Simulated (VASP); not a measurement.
# Ga2O3 (C2/m) in VASP: single point with PBE

Aim: the single point of Ga2O3 with PBE.

All numbers are computed with VASP 6.6.1; they aren't measurements. Logs are shortened: lines on timing, memory, paths and dates and some standing lists are left out, and cuts for length are marked.

**1. The cell of the first run**

Symmetry: C2/m, No. 12, monoclinic system. Conventional cell: a = 12.454 Å, b = 3.083 Å, c = 5.878 Å, α = 90.00°, β = 103.70°, γ = 90.00°. Within 2.6 Å of Ga (site symmetry m) lie 6 O at 1.97 to 2.11 Å. Ga (site symmetry m) has 4 O at 1.86 to 1.90 Å within 2.5 Å. Within 2.5 Å of O (site symmetry m) lie 3 Ga at 1.86 to 1.97 Å. Within 2.5 Å of O (site symmetry m) lie 4 Ga at 1.90 to 2.11 Å. Within 2.5 Å of O (site symmetry m) lie 3 Ga at 1.86 to 1.97 Å.

**2. Single point, PBE**

The input, INCAR:

```
SYSTEM = Ga2O3
PREC = Accurate
ENCUT = 520
EDIFF = 1E-7
ISMEAR = 0
SIGMA = 0.02
LREAL = .False.
LASPH = .True.
NELM = 80
ALGO = Normal
ISIF = 2
LWAVE = .False.
LCHARG = .False.
GGA = PE
NBANDS = 55
```

The input, KPOINTS:

```
Automatic mesh
0
Gamma
  10 10 6
  0 0 0
```

The input, POSCAR:

```
Ga2O3
1.0
    6.2270969294     -1.5416465377      0.0062237302
    6.2270969294      1.5416465377      0.0062237302
   -1.3979837218      0.0000000000      5.7089372605
Ga O
4 6
Direct
    0.3414969622      0.3414969622      0.6858233500
    0.6585030378      0.6585030378      0.3141766500
    0.9100736977      0.9100736977      0.2052722656
    0.0899263023      0.0899263023      0.7947277344
    0.5039752959      0.5039752959      0.7433114560
    0.4960247041      0.4960247041      0.2566885440
    0.8263047158      0.8263047158      0.4356657559
    0.1736952842      0.1736952842      0.5643342441
    0.1635091320      0.1635091320      0.1092019200
    0.8364908680      0.8364908680      0.8907980800
```

Potentials or basis: VASP PAW PBE potentials, release 64 (Ga_d, O).

Run with:

```console
cat potpaw_PBE.64/Ga_d/POTCAR potpaw_PBE.64/O/POTCAR > POTCAR
mpirun -np 1 vasp_std > vasp.out
```

OUTCAR:

```text
SYSTEM = Ga2O3
   PREC = Accurate
   ENCUT = 520
   EDIFF = 1E-7
   ISMEAR = 0
   LREAL = .False.
   LASPH = .True.
   NELM = 80
   ISIF = 2
   GGA = PE

 ion  position               nearest neighbor table
   1  0.341  0.341  0.686-  10 1.97  10 1.97   5 1.97   8 2.04   7 2.11   7 2.11
   2  0.659  0.659  0.314-   9 1.97   9 1.97   6 1.97   7 2.04   8 2.11   8 2.11
   3  0.910  0.910  0.205-  10 1.86   6 1.86   6 1.86   7 1.90
   4  0.090  0.090  0.795-   9 1.86   5 1.86   5 1.86   8 1.90
   5  0.504  0.504  0.743-   4 1.86   4 1.86   1 1.97
   6  0.496  0.496  0.257-   3 1.86   3 1.86   2 1.97
   7  0.826  0.826  0.436-   3 1.90   2 2.04   1 2.11   1 2.11
   8  0.174  0.174  0.564-   4 1.90   1 2.04   2 2.11   2 2.11
   9  0.164  0.164  0.109-   4 1.86   2 1.97   2 1.97
  10  0.836  0.836  0.891-   3 1.86   1 1.97   1 1.97

  LATTYP: Found a base centered monoclinic cell.
 ALAT       =    12.4542000792
 B/A-ratio  =     0.2475705429
 C/A-ratio  =     0.4719381405
 COS(beta)  =    -0.2368780330

  Lattice vectors:

 A1 = (   6.2270969294,  -1.5416465377,   0.0062237302)
 A2 = (   6.2270969294,   1.5416465377,   0.0062237302)
 A3 = (  -1.3979837218,   0.0000000000,   5.7089372605)

Analysis of symmetry for initial positions (statically):
=====================================================================
 Subroutine PRICEL returns:
 Original cell was already a primitive cell.

 Routine SETGRP: Setting up the symmetry group for a
 base centered monoclinic supercell.

 Subroutine GETGRP returns: Found  4 space group operations
 (whereof  4 operations were pure point group operations)
 out of a pool of  4 trial point group operations.

The static configuration has the point symmetry C_2h.

Analysis of symmetry for dynamics (positions and initial velocities):
=====================================================================
 Subroutine PRICEL returns:
 Original cell was already a primitive cell.

 Routine SETGRP: Setting up the symmetry group for a
 base centered monoclinic supercell.

 Subroutine GETGRP returns: Found  4 space group operations
 (whereof  4 operations were pure point group operations)
 out of a pool of  4 trial point group operations.

The dynamic configuration has the point symmetry C_2h.

 Subroutine INISYM returns: Found  4 space group operations
 (whereof  4 operations are pure point group operations),
 and found     1 'primitive' translations

----------------------------------------------------------------------------------------

                                     Primitive cell

  volume of cell :     109.6382

  direct lattice vectors                    reciprocal lattice vectors
     6.227096929 -1.541646538  0.006223730     0.080274591 -0.324328559  0.019657349
     6.227096929  1.541646538  0.006223730     0.080274591  0.324328559  0.019657349
    -1.397983722  0.000000000  5.708937260    -0.000175026  0.000000000  0.175121090

  length of vectors
     6.415095397  6.415095397  5.877612026     0.334693047  0.334693047  0.175121177

  position of ions in fractional coordinates (direct lattice)
     0.341496962  0.341496962  0.685823350
     0.658503038  0.658503038  0.314176650
     0.910073698  0.910073698  0.205272266
     0.089926302  0.089926302  0.794727734
     0.503975296  0.503975296  0.743311456
     0.496024704  0.496024704  0.256688544
     0.826304716  0.826304716  0.435665756
     0.173695284  0.173695284  0.564334244
     0.163509132  0.163509132  0.109201920
     0.836490868  0.836490868  0.890798080

  ion indices of the primitive-cell ions
   primitive index   ion index
                 1           1
                 2           2
                 3           3
                 4           4
                 5           5
                 6           6
                 7           7
                 8           8
                 9           9
                10          10

----------------------------------------------------------------------------------------

 KPOINTS: Automatic mesh

Automatic generation of k-mesh.
 Grid dimensions read from file:
 generate k-points for:   10   10    6

 Generating k-lattice:

  Cartesian coordinates                     Fractional coordinates (reciprocal lattice)
     0.008027459 -0.032432856  0.001965735     0.100000000 -0.000000000  0.000000000
     0.008027459  0.032432856  0.001965735    -0.000000000  0.100000000  0.000000000
    -0.000029171  0.000000000  0.029186848     0.000000000  0.000000000  0.166666667

  Length of vectors
     0.033469305  0.033469305  0.029186863

  Shift w.r.t. Gamma in fractional coordinates (k-lattice)
     0.000000000  0.000000000  0.000000000

 Subroutine IBZKPT returns following result:
 ===========================================

 Found    172 irreducible k-points:

 Following reciprocal coordinates:
            Coordinates               Weight
  0.000000  0.000000  0.000000      1.000000
  0.100000  0.000000 -0.000000      4.000000
  0.200000  0.000000 -0.000000      4.000000
  0.300000 -0.000000  0.000000      4.000000
  0.400000  0.000000 -0.000000      4.000000
  0.500000  0.000000  0.000000      2.000000
[... 16 lines left out ...]
  0.300000  0.300000  0.000000      2.000000
  0.400000  0.300000  0.000000      4.000000
 [... further k-points ...]
   k-points           NKPTS =    172   k-points in BZ     NKDIM =    172   number of bands    NBANDS=     55
   number of dos      NEDOS =    301   number of ions     NIONS =     10
   total plane-waves  NPLWV = 110592
   dimension x,y,z NGX =    48 NGY =   48 NGZ =   48
   dimension x,y,z NGXF=    96 NGYF=   96 NGZF=   96
   ions per type =               4   6
   NGX,Y,Z   is equivalent  to a cutoff of  12.44, 12.44, 13.58 a.u.
   NGXF,Y,Z  is equivalent  to a cutoff of  24.88, 24.88, 27.15 a.u.
 SYSTEM =  Ga2O3
   PREC   = accura    normal or accurate (medium, high low for compatibility)
   ISTART =      0    job   : 0-new  1-cont  2-samecut
   ICHARG =      2    charge: 1-file 2-atom 10-const
   ISPIN  =      1    spin polarized calculation?
   LNONCOLLINEAR =      F non collinear calculations
   LSORBIT =      F    spin-orbit coupling
   LASPH  =      T    aspherical Exc in radial PAW
   ENCUT  =  520.0 eV  38.22 Ry    6.18 a.u.  11.93 11.93 10.93*2*pi/ulx,y,z
   NELM   =     80;   NELMIN=  2; NELMDL= -5     # of ELM steps
   EDIFF  = 0.1E-06   stopping-criterion for ELM
   LREAL  =      F    real-space projection
   EDIFFG = 0.1E-05   stopping-criterion for IOM
   NSW    =      0    number of steps for IOM
   IBRION =     -1    ionic relax: 0-MD 1-quasi-New 2-CG
   NFREE  =      0    steps in history (QN), initial steepest desc. (CG)
   ISIF   =      2    stress and relaxation
   ISYM   =      2    0-nonsym 1-usesym 2-fastsym
   POTIM  = 0.5000    time-step for ionic-motion
   TEBEG  =    0.0;   TEEND  =   0.0 temperature during run
   PSTRESS=    0.0 pullay stress
   NELECT =      88.0000    total number of electrons
   NUPDOWN=      -1.0000    fix difference up-down
   EMIN   =  10.00;   EMAX   =-10.00  energy-range for DOS
   EFERMI =   0.00;   METHOD = LEGACY
   ISMEAR =     0;   SIGMA  =   0.02  broadening in eV -4-tet -1-fermi 0-gaus
   EFERMI_NEDOS =   21; number of points for ismear=-14 and -15
   IALGO  =     38    algorithm
   IMIX   =      4    mixing-type and parameters
     AMIX     =   0.40;   BMIX     =  1.00
     AMIX_MAG =   1.60;   BMIX_MAG =  1.00
  volume/ion in A,a.u.               =      10.96        73.99
  Fermi-wavevector in a.u.,A,eV,Ry     =   1.521417  2.875062 31.493556  2.314711
  Thomas-Fermi vector in A             =   2.630135
   LORBIT       =      0    0 simple, 1 ext, 2 COOP (PROOUT), +10 PAW based schemes
   GGA     = PE    functional components
   LHFCALC =     F    Hartree Fock is set to
   AEXX    =    0.0000 exact exchange contribution
   IVDW    =     0    specifies the selected vdW correction
   LEPSILON=     F    determine dielectric tensor
   LRPA    =     F    only Hartree local field effects (RPA)
 non-spin polarized calculation
 Gauss-broadening in eV      SIGMA  =   0.02
  energy-cutoff  :      520.00
  volume of cell :      109.64
 maximum number of plane-waves:      2970
   NGX = 23   NGY = 23   NGZ = 21

 number of electron      87.9999987 magnetization

 Free energy of the ion-electron system (eV)
  ---------------------------------------------------
  ext. energy  EPLUGINS =         0.00000000
  ---------------------------------------------------
  free energy    TOTEN  =       -59.67819459 eV

  energy without entropy =      -59.67819459  energy(sigma->0) =      -59.67819459

 E-fermi :   3.5475     XC(G=0): -11.3739

 val. band max:        3.4396753372   @ k =   0.5000   0.4000   0.5000
 cond. band min:       5.4347926568   @ k =   0.0000   0.0000   0.0000
 fundamental gap:      1.9951173196
 Fermi energy:         3.5474666956

 k-point     1 :       0.0000    0.0000    0.0000
  band No.  band energies     occupation
      1     -15.1866      2.00000
      2     -14.1285      2.00000
      3     -14.0985      2.00000
      4     -13.9952      2.00000
      5     -13.5527      2.00000
      6     -13.5463      2.00000
[... 47 lines left out ...]
     54      15.4393      0.00000
     55      15.6321      0.00000

 k-point     2 :       0.1000    0.0000   -0.0000
  band No.  band energies     occupation
      1     -15.1141      2.00000
      2     -14.1063      2.00000
      3     -14.0970      2.00000
      4     -13.9421      2.00000
      5     -13.5559      2.00000
      6     -13.5472      2.00000
[... 47 lines left out ...]
     54      14.7983      0.00000
     55      15.0967      0.00000
[... 1216 lines left out ...]
     54      15.3016      0.00000
     55      15.5036      0.00000

 k-point    24 :       0.4000    0.3000    0.0000
  band No.  band energies     occupation
      1     -14.9263      2.00000
      2     -14.5085      2.00000
      3     -14.0843      2.00000
      4     -13.7576      2.00000
      5     -13.5635      2.00000
      6     -13.5490      2.00000
[... 47 lines left out ...]
     54      14.4737      0.00000
     55      15.7024      0.00000

 [... further k-points ...]
[... 5 lines left out ...]
  --------------------------------------------------------------------------------------
  -------------------------------------------------------------------------------------
  Total        0.4114965      0.5120374      0.4107939      0.0000000      0.0000000      0.0185860
  in kB        6.0133261      7.4825608      6.0030582      0.0000000      0.0000000      0.2716036
  external PRESSURE =       6.4996484 kB  Pullay stress =       0.0000000 kB

 VOLUME and BASIS-vectors are now :
 -----------------------------------------------------------------------------
  energy-cutoff  :      520.00
  volume of cell :      109.64
      direct lattice vectors                 reciprocal lattice vectors
     6.227096929 -1.541646538  0.006223730     0.080274591 -0.324328559  0.019657349
     6.227096929  1.541646538  0.006223730     0.080274591  0.324328559  0.019657349
    -1.397983722  0.000000000  5.708937260    -0.000175026  0.000000000  0.175121090

 POSITION                                       TOTAL-FORCE (eV/Angst)
 -----------------------------------------------------------------------------------
      3.29430      0.00000      3.91957         0.010510      0.000000      0.003337
      7.76191      0.00000      1.80181        -0.010510      0.000000     -0.003337
     11.04727      0.00000      1.18321        -0.001281      0.000000     -0.005940
      0.00894      0.00000      4.53817         0.001281      0.000000      0.005940
      5.23747      0.00000      4.24979        -0.003013      0.000000     -0.005782
      5.81874      0.00000      1.47159         0.003013      0.000000      0.005782
      9.68191      0.00000      2.49747         0.009072      0.000000      0.001993
      1.37430      0.00000      3.22391        -0.009072      0.000000     -0.001993
      1.88371      0.00000      0.62546         0.020270      0.000000     -0.016306
      9.17250      0.00000      5.09592        -0.020270      0.000000      0.016306
 -----------------------------------------------------------------------------------
    total drift:                               -0.000000      0.000000      0.000000

  FREE ENERGIE OF THE ION-ELECTRON SYSTEM (eV)
  ---------------------------------------------------
  free  energy   TOTEN  =       -59.6781945882 eV

  energy  without entropy=      -59.6781945882  energy(sigma->0) =      -59.67819459
```

It took 33 min on 1 thread of Oxide Virtual Turin-like, shared host; peak memory 0.81 GiB.

Results:

* Free energy: -59.6782 eV
* Pressure: 0.6 GPa
* Largest force: 0.026 eV/Å
* Band gap on the k mesh: 2.00 eV (least direct gap 2.02 eV)

Forces in eV/Å, atoms in the order of the input:
```
Ga   0.011  0.000  0.003
Ga  -0.011  0.000 -0.003
Ga  -0.001  0.000 -0.006
Ga   0.001  0.000  0.006
O   -0.003  0.000 -0.006
O    0.003  0.000  0.006
O    0.009  0.000  0.002
O   -0.009  0.000 -0.002
O    0.020  0.000 -0.016
O   -0.020  0.000  0.016
```

Levels at points of the mesh, in eV from the valence-band top:
| k point | band 41 | band 42 | band 43 | band 44 | band 45 | band 46 | band 47 | band 48 |
| --- | --- | --- | --- | --- | --- | --- | --- | --- |
| (0.00, 0.00, 0.00) | -0.66 | -0.47 | -0.28 | -0.02 | 2.00 | 5.35 | 6.28 | 6.45 |
| (0.50, 0.00, 0.00) | -0.77 | -0.69 | -0.47 | -0.10 | 5.34 | 6.13 | 6.81 | 7.02 |
| (0.50, 0.50, 0.00) | -0.69 | -0.68 | -0.42 | -0.14 | 4.17 | 4.40 | 5.62 | 6.15 |
| (0.00, 0.00, 0.50) | -0.64 | -0.60 | -0.54 | -0.29 | 4.35 | 4.54 | 6.28 | 6.81 |
| (0.50, 0.00, 0.50) | -1.05 | -0.97 | -0.70 | -0.61 | 6.46 | 6.52 | 7.45 | 7.61 |
| (0.50, 0.50, 0.50) | -0.64 | -0.64 | -0.59 | -0.01 | 4.74 | 4.97 | 5.81 | 6.09 |

A k mesh can miss the band edges.
